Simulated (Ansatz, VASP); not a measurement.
**One calculation of CrO2, two programs**

The input INCAR:

```
SYSTEM = CrO2
  PREC = Accurate
  ENCUT = 600
  EDIFF = 1E-6
  ISMEAR = 0
  SIGMA = 0.01
  LREAL = .False.
  LASPH = .True.
  NELM = 120
  ALGO = Normal
  ISIF = 2
  LWAVE = .False.
  LCHARG = .False.
  GGA = PS
  NBANDS = 33
  GGA_COMPAT = .False.
```

Contents of KPOINTS:

```
regular mesh
0
Gamma
  18 18 4
  0 0 0
```

File POSCAR:

```
CrO2
1.0
    2.5875545350      0.0000000000      0.0000000000
   -1.2937772675      2.2408879610      0.0000000000
    0.0000000000      0.0000000000     10.9624474644
Cr O
2 4
Direct
    0.6666666667      0.3333333333      0.2500000000
    0.3333333333      0.6666666667      0.7500000000
    0.6666666667      0.3333333333      0.6452127640
    0.3333333333      0.6666666667      0.3547872360
    0.6666666667      0.3333333333      0.8547872360
    0.3333333333      0.6666666667      0.1452127640
```

Input for Ansatz:

```yaml
crystal:
  lattice:
    - [2.587554535, 0.0, 0.0]
    - [-1.2937772675, 2.240887961, 0.0]
    - [0.0, 0.0, 10.9624474644]
  atoms:
    - { symbol: Cr, position: [0.6666666667, 0.3333333333, 0.25] }
    - { symbol: Cr, position: [0.3333333333, 0.6666666667, 0.75] }
    - { symbol: O, position: [0.6666666667, 0.3333333333, 0.645212764] }
    - { symbol: O, position: [0.3333333333, 0.6666666667, 0.354787236] }
    - { symbol: O, position: [0.6666666667, 0.3333333333, 0.854787236] }
    - { symbol: O, position: [0.3333333333, 0.6666666667, 0.145212764] }
basis:
  ecutwfc: 420
kpoints:
  mp_grid: { grid: [18, 18, 4] }
  band_path: { path: [VBM, CBM], npoints: 2 }
hamiltonian:
  xc: pbesol
scf:
  occupations: { method: gaussian, width: 0.01 }
output:
  forces: true
  stress: true
  eigenvalues: true
checkpoint:
  read: start.run
  write: ck
  compress: false
  write_wavefunctions: false
  write_every: 100000
```

Alike in both runs: task single point; functional PBEsol; k mesh 18 × 18 × 4; occupations gaussian, width 0.01 eV; no spin polarisation.

|  | VASP | Ansatz |
| --- | --- | --- |
| version | VASP 6.6.1 | Ansatz 0.2.0 |
| potentials or method | VASP PAW PBE potentials, release 64 (Cr_pv, O), cutoff 600 eV | scalar-relativistic, plane waves, PAW |
| valence electrons in the cell | 48 | 52 |

Ansatz gave:

- gap on the k mesh at the Fermi level (eV): 0.32
- least direct gap on the mesh (eV): 1.56
- pressure (GPa): 0.1
- traceless stress, the component that is largest in VASP (GPa): 0.04
- rms of the force components (eV/Å): 0.001

Estimate VASP's values.

gap on the k mesh at the Fermi level (eV): 0.31; least direct gap on the mesh (eV): 1.57; pressure (GPa): 1.0; traceless stress, the component that is largest in VASP (GPa): 0.07; rms of the force components (eV/Å): 0.055.

VASP's potentials were made for PBE, not for PBEsol. Atom by atom the forces differ by 0.054 eV/Å (rms over components). With one functional, cell and mesh, what is left measures potentials, basis and numerics. VASP's potentials hold 48 valence electrons a cell and Ansatz's 52, so a difference there can come from the potentials and not from the codes.
